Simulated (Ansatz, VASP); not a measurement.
CsCl: VASP beside Ansatz

Contents of INCAR:

```
SYSTEM = CsCl
ALGO = Normal ; EDIFF = 1E-6
ENCUT = 500 ; GGA = PE
GGA_COMPAT = .False. ; ISIF = 2
ISMEAR = 0 ; LASPH = .True.
LCHARG = .True. ; LELF = .True.
LREAL = .False. ; LVHAR = .True.
LWAVE = .False. ; NBANDS = 15
NELM = 120 ; PREC = Accurate
SIGMA = 0.01
```

KPOINTS

```
k-points
0
Gamma
  6 6 6
  0 0 0
```

The input POSCAR:

```
CsCl
1.0
    4.2468836012      0.0000000000      0.0000000000
    0.0000000000      4.2468836012      0.0000000000
    0.0000000000      0.0000000000      4.2468836012
Cs Cl
1 1
Direct
    0.0000000000      0.0000000000      0.0000000000
    0.5000000000      0.5000000000      0.5000000000
```

Input for Ansatz:

```yaml
crystal:
  lattice:
    - [4.2468836012, 0.0, 0.0]
    - [0.0, 4.2468836012, 0.0]
    - [0.0, 0.0, 4.2468836012]
  atoms:
    - { symbol: Cs, position: [0.0, 0.0, 0.0] }
    - { symbol: Cl, position: [0.5, 0.5, 0.5] }
kpoints:
  mp_grid: { grid: [6, 6, 6] }
hamiltonian:
  xc: pbe
scf:
  occupations: { method: fixed }
  n_extra_bands: 4
output:
  forces: true
  stress: true
  eigenvalues: true
```

Alike in both runs: task single point; functional PBE; k mesh 6 × 6 × 6; no spin polarisation.

|  | VASP | Ansatz |
| --- | --- | --- |
| version | VASP 6.6.1 | Ansatz 0.2.0 |
| potentials or method | VASP PAW PBE potentials, release 64 (Cs_sv, Cl) | plane waves, PAW |
| plane-wave cutoff (eV) | 500 | 420 |
| occupations | gaussian, width 0.01 eV | fixed |
| valence electrons in the cell | 16 | 16 |

VASP gave:

| Quantity | Value |
| --- | --- |
| gap on the k mesh at the Fermi level (eV) | 4.88 |
| pressure (GPa) | -0.4 |

Task: Estimate Ansatz's values.

Result: gap on the k mesh at the Fermi level (eV): 4.89; pressure (GPa): -0.4.

Neither program's run includes spin-orbit coupling.
